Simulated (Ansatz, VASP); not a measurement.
# One calculation of Te, two programs

```
CELL_PARAMETERS angstrom
3.82029 -2.14820 0.00000
3.82029 2.14820 0.00000
-0.09429 0.00000 5.97609
ATOMIC_POSITIONS crystal
Te 0.00000 0.00000 0.00000
Te 0.30945 0.30945 0.33881
Te 0.69055 0.69055 0.66119
```

Alike in both runs: task relaxation of cell and atoms; functional PBEsol; dispersion D3(BJ); k mesh 7 × 7 × 5; occupations fermi-dirac, width 0.05 eV; no spin polarisation.

|  | VASP | Ansatz |
| --- | --- | --- |
| version | VASP 6.6.1 | Ansatz 0.2.0 |
| potentials or method | VASP PAW PBE potentials, release 64 (Te) | Ansatz PAW |
| plane-wave cutoff (eV) | 600 | 420 |
| valence electrons in the cell | 18 | 48 |

|  | VASP | Ansatz | Ansatz less VASP |
| --- | --- | --- | --- |
| gap on the k mesh at the Fermi level, each at its own relaxed structure (eV) | none | none | - |
| relaxed volume (Å³/atom) | 29.70 | 29.70 | +0.002 |
| relaxed cell length with the largest relative difference (Å) | 5.940 | 5.918 | -0.0218 |

VASP's potentials were made for PBE, not for PBEsol. A gap of «none» marks a metal or a gap that the smearing closes. VASP's potentials hold 18 valence electrons a cell and Ansatz's 48, so a difference there can come from the potentials and not from the codes.

Neither program's run includes spin-orbit coupling. Noted on Ansatz's run: the plane-wave basis is chosen anew once the cell has moved, so the energies of steps on either side of that aren't comparable.
